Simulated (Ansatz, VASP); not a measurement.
## ZnC2: VASP beside Ansatz

Contents of INCAR:

```
SYSTEM = ZnC2
ALGO     = Normal         ! electronic algorithm
EDIFF    = 1E-6           ! SCF threshold, eV
ENCUT    = 600            ! plane-wave cutoff, eV
GGA      = PE             ! functional
GGA_COMPAT= .False.      
ISIF     = 2              ! what is computed and relaxed
ISMEAR   = 0              ! smearing method
LASPH    = .True.         ! aspherical terms in the spheres
LCHARG   = .True.         ! write CHGCAR
LELF     = .True.         ! ELF
LREAL    = .False.        ! projectors in reciprocal space
LVHAR    = .True.       
LWAVE    = .False.        ! write WAVECAR
NBANDS   = 29             ! bands
NELM     = 120            ! most SCF steps
PREC     = Accurate       ! precision mode
SIGMA    = 0.1            ! smearing width, eV
```

KPOINTS

```
k-points
0
Gamma
  8 8 8
  0 0 0
```

File POSCAR:

```
ZnC2
1.0
   -1.6199735975      1.6199735975      5.6326081506
    1.6199735975     -1.6199735975      5.6326081506
    1.6199735975      1.6199735975     -5.6326081506
Zn C
2 4
Direct
    0.0000000000      0.0000000000      0.0000000000
    0.7500000000      0.2500000000      0.5000000000
    0.4165000000      0.4165000000      0.0000000000
    0.1665000000      0.6665000000      0.5000000000
    0.3335000000      0.8335000000      0.5000000000
    0.5835000000      0.5835000000      0.0000000000
```

Input for Ansatz:

```yaml
crystal:
  lattice:
    - [-1.6199735975, 1.6199735975, 5.6326081506]
    - [1.6199735975, -1.6199735975, 5.6326081506]
    - [1.6199735975, 1.6199735975, -5.6326081506]
  atoms:
    - { symbol: Zn, position: [0.0, 0.0, 0.0] }
    - { symbol: Zn, position: [0.75, 0.25, 0.5] }
    - { symbol: C, position: [0.4165, 0.4165, 0.0] }
    - { symbol: C, position: [0.1665, 0.6665, 0.5] }
    - { symbol: C, position: [0.3335, 0.8335, 0.5] }
    - { symbol: C, position: [0.5835, 0.5835, 0.0] }
basis:
  ecutwfc: 420
kpoints:
  mp_grid: { grid: [8, 8, 8] }
hamiltonian:
  xc: pbe
scf:
  occupations: { method: gaussian, width: 0.1 }
  lower_state_search: "off"
output:
  forces: true
  stress: true
  eigenvalues: true
```

Alike in both runs: task single point; functional PBE; k mesh 8 × 8 × 8; occupations gaussian, width 0.1 eV; no spin polarisation.

|  | VASP | Ansatz |
| --- | --- | --- |
| version | VASP 6.6.1 | Ansatz 0.2.0 |
| potentials or method | VASP PAW PBE potentials, release 64 (Zn, C), cutoff 600 eV | scalar-relativistic, plane waves, PAW |
| valence electrons in the cell | 40 | 40 |

Ansatz gave:

* gap on the k mesh at the Fermi level (eV): none
* pressure (GPa): -15.2
* traceless stress, the component that is largest in VASP (GPa): -13.52
* rms of the force components (eV/Å): 0.438

Estimate VASP's values.

gap on the k mesh at the Fermi level (eV): none; pressure (GPa): -14.9; traceless stress, the component that is largest in VASP (GPa): -13.58; rms of the force components (eV/Å): 0.437.

Atom by atom the forces differ by 0.001 eV/Å (rms over components). A gap of «none» marks a metal or a gap that the smearing closes.
